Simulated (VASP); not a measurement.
Set up this calculation in VASP 6.6.1, as the native input.

```yaml
Task: single point
Functional: LDA
Potentials_or_basis: VASP PAW LDA potentials, release 64 (W_sv, Se)
Cutoff: 520 eV
k_mesh: 12 × 12 × 3
Occupations: gaussian, width 0.01 eV
Spin: no spin polarisation
Dipole_correction: no
Further_INCAR_settings: ALGO = Normal; EDIFF = 1e-06; NBANDS = 35
```

The structure of WSe2 lies in POSCAR:

```
WSe2
1.0
    3.2496979876      0.0000000000      0.0000000000
   -1.6248489938      2.8143210119      0.0000000000
    0.0000000000      0.0000000000     12.8204101441
W Se
2 4
Direct
    0.3333333333      0.6666666667      0.2500000000
    0.6666666667      0.3333333333      0.7500000000
    0.3333333333      0.6666666667      0.6199817724
    0.6666666667      0.3333333333      0.1199817724
    0.3333333333      0.6666666667      0.8800182276
    0.6666666667      0.3333333333      0.3800182276
```

These files were run (other wordings do the same):

INCAR

```
ALGO     = Normal         # electronic algorithm
EDIFF    = 1E-6           # SCF threshold, eV
ENCUT    = 520            # plane-wave cutoff, eV
ISIF     = 2              # what is computed and relaxed
ISMEAR   = 0              # smearing method
LASPH    = T              # aspherical terms in the spheres
LCHARG   = F              # write CHGCAR
LREAL    = F              # projectors in reciprocal space
LWAVE    = F              # write WAVECAR
NBANDS   = 35             # bands
NELM     = 80             # most SCF steps
PREC     = Accurate       # precision mode
SIGMA    = 0.01           # smearing width, eV
```

KPOINTS

```
k-points
0
Gamma
  12 12 3
```

Potentials or basis: VASP PAW LDA potentials, release 64 (W_sv, Se).

Run with:

```sh
$ cat potpaw_LDA.64/W_sv/POTCAR potpaw_LDA.64/Se/POTCAR > POTCAR
$ mpirun -np 1 vasp_std > vasp.out
```

It gave:

- Pressure: 0.8 GPa
- Largest force: 0.102 eV/Å
- Band gap on the k mesh: 0.88 eV (least direct gap 1.62 eV)

Caveat: spin-orbit coupling is left out, which moves the levels of the heavy elements.

Run time: 2.6 min on 1 thread of Oxide Virtual Turin-like Processor, with other jobs on the host, peak memory 0.23 GiB.
